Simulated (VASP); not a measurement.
# AlCu (Pm-3m) in VASP: notebook, part 2 of 2

VASP 6.6.1.

## Step 5: Single point, r2SCAN (volume scaled by 1.03)

File POSCAR:

```
AlCu
1.0
    2.9861221666      0.0000000000      0.0000000000
    0.0000000000      2.9861221666      0.0000000000
    0.0000000000      0.0000000000      2.9861221666
Al Cu
1 1
Direct
    0.0000000000      0.0000000000      0.0000000000
    0.5000000000      0.5000000000      0.5000000000
```

File INCAR.step1:

```
SYSTEM = AlCu
ALGO     = Normal         ! electronic algorithm
EDIFF    = 1E-4           ! SCF threshold, eV
ENCUT    = 520            ! plane-wave cutoff, eV
GGA      = PE             ! functional
ISMEAR   = 0              ! smearing method
LASPH    = .TRUE.         ! aspherical terms in the spheres
LCHARG   = .FALSE.        ! write CHGCAR
LREAL    = .FALSE.        ! projectors in reciprocal space
LWAVE    = .TRUE.         ! write WAVECAR
NBANDS   = 14             ! bands
NELM     = 60             ! most SCF steps
PREC     = Accurate       ! precision mode
SIGMA    = 0.1            ! smearing width, eV
```

File INCAR.step2:

```
SYSTEM = AlCu
ALGO     = Normal         ! electronic algorithm
EDIFF    = 1E-7           ! SCF threshold, eV
ENCUT    = 520            ! plane-wave cutoff, eV
ISIF     = 2              ! what is computed and relaxed
ISMEAR   = 0              ! smearing method
ISTART   = 1            
LASPH    = .TRUE.         ! aspherical terms in the spheres
LCHARG   = .FALSE.        ! write CHGCAR
LMIXTAU  = .TRUE.       
LREAL    = .FALSE.        ! projectors in reciprocal space
LWAVE    = .FALSE.        ! write WAVECAR
METAGGA  = R2SCAN         ! meta-GGA
NBANDS   = 14             ! bands
NELM     = 60             ! most SCF steps
PREC     = Accurate       ! precision mode
SIGMA    = 0.1            ! smearing width, eV
```

File KPOINTS:

```
k-points
0
G
  14 14 14
  0 0 0
```

Run with:

```
$ cat potpaw_PBE.64/Al/POTCAR potpaw_PBE.64/Cu/POTCAR > POTCAR
$ cp INCAR.step1 INCAR
$ mpirun -np 1 vasp_std > vasp.out
$ cp INCAR.step2 INCAR
$ mpirun -np 1 vasp_std > vasp.out
```

Wall time 68 s (1 thread of Intel Xeon Platinum 8488C (Sapphire Rapids), shared host); peak memory 0.17 GiB.

Results (log left out):

| Property | Result |
| --- | --- |
| Free energy | -17.8877 eV |
| Pressure | -3.7 GPa |
| Band gap on the k mesh | zero (band 7 reaches 13.29 eV, above the bottom of band 8 at 8.31 eV) |

Levels at points of the mesh, in eV from the Fermi level:
| k point | band 3 | band 4 | band 5 | band 6 | band 7 | band 8 | band 9 | band 10 | band 11 | band 12 |
| --- | --- | --- | --- | --- | --- | --- | --- | --- | --- | --- |
| (0.00, 0.00, 0.00) | -5.19 | -4.08 | -4.08 | -4.08 | 4.13 | 4.13 | 4.13 | 6.48 | 6.48 | 11.26 |
| (0.50, 0.00, 0.00) | -4.90 | -4.54 | -4.54 | -4.02 | -3.35 | 7.49 | 8.53 | 8.53 | 9.17 | 9.17 |
| (0.50, 0.50, 0.00) | -4.43 | -4.43 | -4.06 | -4.06 | -3.73 | -0.85 | -0.01 | 11.06 | 13.49 | 13.49 |
| (0.50, 0.50, 0.50) | -5.75 | -3.71 | -3.71 | 0.69 | 0.69 | 0.69 | 2.25 | 2.25 | 2.25 | 2.49 |

Caveat: the PAW data sets were made with another functional, which shifts forces and pressure a little.

## Step 6: Single point, r2SCAN (volume scaled by 1.06)

File POSCAR:

```
AlCu
1.0
    3.0148366413      0.0000000000      0.0000000000
    0.0000000000      3.0148366413      0.0000000000
    0.0000000000      0.0000000000      3.0148366413
Al Cu
1 1
Direct
    0.0000000000      0.0000000000      0.0000000000
    0.5000000000      0.5000000000      0.5000000000
```

File INCAR.step1:

```
PREC     = Accurate       # precision mode
ENCUT    = 520            # plane-wave cutoff, eV
ISMEAR   = 0              # smearing method
SIGMA    = 0.1            # smearing width, eV
LREAL    = False          # projectors in reciprocal space
LASPH    = True           # aspherical terms in the spheres
NELM     = 60             # most SCF steps
NBANDS   = 14             # bands
GGA      = PE             # functional
ALGO     = Normal         # electronic algorithm
EDIFF    = 1E-4           # SCF threshold, eV
LWAVE    = True           # write WAVECAR
LCHARG   = False          # write CHGCAR
```

File INCAR.step2:

```
PREC     = Accurate       # precision mode
ENCUT    = 520            # plane-wave cutoff, eV
EDIFF    = 1E-6           # SCF threshold, eV
ISMEAR   = 0              # smearing method
SIGMA    = 0.1            # smearing width, eV
LREAL    = False          # projectors in reciprocal space
LASPH    = True           # aspherical terms in the spheres
NELM     = 60             # most SCF steps
ALGO     = Normal         # electronic algorithm
ISIF     = 2              # what is computed and relaxed
LWAVE    = False          # write WAVECAR
LCHARG   = False          # write CHGCAR
METAGGA  = R2SCAN         # meta-GGA
LMIXTAU  = True         
NBANDS   = 14             # bands
ISTART   = 1
```

File KPOINTS:

```
regular mesh
0
Gamma
  14 14 14
```

Potentials or basis: VASP PAW PBE potentials, release 64 (Al, Cu).

Run with:

```
$ cat potpaw_PBE.64/Al/POTCAR potpaw_PBE.64/Cu/POTCAR > POTCAR
$ cp INCAR.step1 INCAR
$ mpirun -np 1 vasp_std > vasp.out
$ cp INCAR.step2 INCAR
$ mpirun -np 1 vasp_std > vasp.out
```

OUTCAR:

```text
PREC = Accurate
   ENCUT = 520
   EDIFF = 1E-6
   ISMEAR = 0
   LREAL = False
   LASPH = True
   NELM = 60
   ISIF = 2
   METAGGA = R2SCAN
   ISTART = 1

 ion  position               nearest neighbor table
   1  0.000  0.000  0.000-   2 2.61   2 2.61   2 2.61   2 2.61   2 2.61   2 2.61   2 2.61   2 2.61

   2  0.500  0.500  0.500-   1 2.61   1 2.61   1 2.61   1 2.61   1 2.61   1 2.61   1 2.61   1 2.61

  LATTYP: Found a simple cubic cell.
 ALAT       =     3.0148366413

  Lattice vectors:

[... 596 lines left out ...]
------------------------ aborting loop because EDIFF is reached ----------------------------------------

  FORCE on cell =-STRESS in cart. coord.  units (eV):
  Direction    XX          YY          ZZ          XY          YZ          ZX
  --------------------------------------------------------------------------------------
  -------------------------------------------------------------------------------------
  Total       -1.1533318     -1.1533318     -1.1533318     -0.0000000     -0.0000000      0.0000000
  in kB      -67.4331592    -67.4331592    -67.4331592     -0.0000000     -0.0000000      0.0000000
  external PRESSURE =     -67.4331592 kB  Pullay stress =       0.0000000 kB

 VOLUME and BASIS-vectors are now :
 -----------------------------------------------------------------------------
  energy-cutoff  :      520.00
  volume of cell :       27.40
      direct lattice vectors                 reciprocal lattice vectors
     3.014836641  0.000000000  0.000000000     0.331692930  0.000000000  0.000000000
     0.000000000  3.014836641  0.000000000     0.000000000  0.331692930  0.000000000
     0.000000000  0.000000000  3.014836641     0.000000000  0.000000000  0.331692930

 POSITION                                       TOTAL-FORCE (eV/Angst)
 -----------------------------------------------------------------------------------
      0.00000      0.00000      0.00000         0.000000      0.000000      0.000000
      1.50742      1.50742      1.50742         0.000000      0.000000      0.000000
 -----------------------------------------------------------------------------------
    total drift:                                0.000000      0.000000     -0.000000

  FREE ENERGIE OF THE ION-ELECTRON SYSTEM (eV)
  ---------------------------------------------------
  free  energy   TOTEN  =       -17.8623073320 eV

  energy  without entropy=      -17.8595388614  energy(sigma->0) =      -17.86092310
```

Run time: 58 s. Hardware: 1 thread of Intel Xeon Platinum 8488C (Sapphire Rapids), shared host; peak memory 0.17 GiB.

Results:

```yaml
Free_energy: -17.8623 eV
Pressure: -6.7 GPa
Band_gap_on_the_k_mesh: zero (band 7 reaches 12.86 eV, above the bottom of band 8 at 7.97 eV)
```

Levels at points of the mesh, in eV from the Fermi level:
```tsv
k point	band 5	band 6	band 7	band 8	band 9	band 10
(0.00, 0.00, 0.00)	-3.96	-3.96	4.07	4.07	4.07	6.45
(0.50, 0.00, 0.00)	-4.40	-3.91	-3.27	7.48	8.45	8.45
(0.50, 0.50, 0.00)	-3.93	-3.93	-3.63	-0.83	-0.08	10.79
(0.50, 0.50, 0.50)	-3.61	0.78	0.78	0.78	2.20	2.20
```

Caveat: the PAW data sets were made with another functional, which shifts forces and pressure a little.

## Step 7: Summary

```tsv
cell	gap on the mesh (eV)	pressure (GPa)
a = 2.957 Å, 2 atoms	none	0.0
a = 2.896 Å, 2 atoms	none	10.4
a = 2.927 Å, 2 atoms	none	4.3
a = 2.986 Å, 2 atoms	none	-3.7
a = 3.015 Å, 2 atoms	none	-6.7
```

Alike in all rows: task single point; level r2SCAN; potentials or basis VASP PAW PBE potentials, release 64 (Al, Cu); no spin polarisation; k mesh 14 × 14 × 14; cutoff (eV) 520; smearing gaussian 0.1 eV.

Caveats: the PAW data sets were made with another functional, which shifts forces and pressure a little.

Absolute energies hang on the potentials; compare differences alone.
